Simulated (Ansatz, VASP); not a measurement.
# Si3S2 in VASP and in Ansatz

Contents of INCAR:

```
PREC = Accurate
ENCUT = 600
EDIFF = 1E-6
ISMEAR = 0
SIGMA = 0.1
LREAL = F
LASPH = T
NELM = 60
ALGO = Normal
ISIF = 3
LWAVE = F
LCHARG = F
GGA = PE
IBRION = 2
NSW = 100
EDIFFG = -0.01
```

The input KPOINTS:

```
regular mesh
0
Gamma
  9 9 8
```

File POSCAR:

```
Si3S2
1.0
    4.2549575691      0.0000000000      0.0000000000
   -2.1274787845      3.6849013469      0.0000000000
    0.0000000000      0.0000000000      5.4903904698
Si S
3 2
Direct
    0.0000000000      0.0000000000      0.0000000000
    0.3333333333      0.6666666667      0.7730851293
    0.6666666667      0.3333333333      0.2269148707
    0.3333333333      0.6666666667      0.3547747958
    0.6666666667      0.3333333333      0.6452252042
```

Input for Ansatz:

```yaml
crystal:
  lattice:
    - [4.2549575691, 0.0, 0.0]
    - [-2.1274787845, 3.6849013469, 0.0]
    - [0.0, 0.0, 5.4903904698]
  atoms:
    - { symbol: Si, position: [0.0, 0.0, 0.0] }
    - { symbol: Si, position: [0.3333333333, 0.6666666667, 0.7730851293] }
    - { symbol: Si, position: [0.6666666667, 0.3333333333, 0.2269148707] }
    - { symbol: S, position: [0.3333333333, 0.6666666667, 0.3547747958] }
    - { symbol: S, position: [0.6666666667, 0.3333333333, 0.6452252042] }
basis:
  ecutwfc: 420
kpoints:
  mp_grid: { grid: [9, 9, 8] }
hamiltonian:
  xc: pbe
scf:
  occupations: { method: gaussian, width: 0.1 }
output:
  forces: true
  stress: true
  eigenvalues: true
relax:
  adjacent_minimum: "off"
  f_tol: 0.01
  max_steps: 80
  cell: { stress_tol: 0.05 }
```

Alike in both runs: task relaxation of cell and atoms; functional PBE; k mesh 9 × 9 × 8; occupations gaussian, width 0.1 eV; no spin polarisation.

```csv
,VASP,Ansatz
version,VASP 6.6.1,Ansatz 0.2.0
potentials or method,"VASP PAW PBE potentials, release 64 (Si, S), cutoff 600 eV","scalar-relativistic, plane waves, PAW"
valence electrons in the cell,24,24
```

|  | VASP | Ansatz | Ansatz less VASP |
| --- | --- | --- | --- |
| gap on the k mesh at the Fermi level, each at its own relaxed structure (eV) | none | none | - |
| relaxed volume (Å³/atom) | 17.19 | 17.19 | +0.002 |
| relaxed length of the cell vector where the two differ most in proportion (Å) | 5.486 | 5.494 | +0.0081 |

A gap of «none» marks a metal or a gap that the smearing closes.
